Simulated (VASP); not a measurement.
A run of VASP 6.6.1 is set up as follows.

INCAR

```
  PREC = Accurate
  ENCUT = 520
  EDIFF = 1E-6
  ISMEAR = -1
  SIGMA = 0.1
  LREAL = F
  LASPH = T
  NELM = 100
  ALGO = Normal
  ISIF = 2
  LWAVE = F
  LCHARG = T
  GGA = B5
  ALDAX = 1.0
  AGGAX = 1.0
  AGGAC = 1.0
  ALDAC = 0.0
  LELF = T
  LVHAR = T
  NBANDS = 18
```

KPOINTS

```
Automatic mesh
0
Gamma
  15 15 8
```

Contents of POSCAR:

```
Cu
1.0
    2.6173930884      0.0000000000      0.0000000000
   -1.3086965442      2.2667289062      0.0000000000
    0.0000000000      0.0000000000      4.2903314162
Cu
2
Direct
    0.3333333333      0.6666666667      0.2500000000
    0.6666666667      0.3333333333      0.7500000000
```

Potentials or basis: VASP PAW PBE potentials, release 64 (Cu).

Command:

```sh
$ cat potpaw_PBE.64/Cu/POTCAR > POTCAR
$ mpirun -np 1 vasp_std > vasp.out
```

(1) What does it give for the pressure?

(2) Estimate the band gap on the k mesh.

## Answers

(1) 0.6 GPa.

(2) zero (bands 11 and 12 overlap by 5.92 eV).

Caveat: the PAW data sets were made with another functional, which shifts forces and pressure a little.
